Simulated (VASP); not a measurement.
Here is a VASP 6.6.1 calculation.

INCAR

```
SYSTEM = TaRu
PREC     = Accurate       ! precision mode
ENCUT    = 520            ! plane-wave cutoff, eV
EDIFF    = 1E-8           ! SCF threshold, eV
ISMEAR   = -1             ! smearing method
SIGMA    = 0.05           ! smearing width, eV
LREAL    = .False.        ! projectors in reciprocal space
LASPH    = .True.         ! aspherical terms in the spheres
NELM     = 80             ! most SCF steps
ALGO     = Normal         ! electronic algorithm
ISIF     = 2              ! what is computed and relaxed
LWAVE    = .False.        ! write WAVECAR
LCHARG   = .False.        ! write CHGCAR
LEFG     = .True.       
NBANDS   = 20             ! bands
```

The input KPOINTS:

```
regular mesh
0
Gamma
  11 11 10
  0 0 0
```

Contents of POSCAR:

```
TaRu
1.0
    3.0631429316      0.0000000000      0.0000000000
    0.0000000000      3.0631429316      0.0000000000
    0.0000000000      0.0000000000      3.4002592189
Ta Ru
1 1
Direct
    0.5000000000      0.5000000000      0.5000000000
    0.0000000000      0.0000000000      0.0000000000
```

Potentials or basis: VASP PAW LDA potentials, release 64 (Ta_pv, Ru_pv).

Run with:

```console
$ cat potpaw_LDA.64/Ta_pv/POTCAR potpaw_LDA.64/Ru_pv/POTCAR > POTCAR
$ mpirun -np 1 vasp_std > vasp.out
```

(1) Estimate the pressure.

## Answers

(1) -11.9 GPa.

Caveat: without QUAD_EFG the Cq values of the log hold for a quadrupole moment of 1 mb, not for the nuclei.
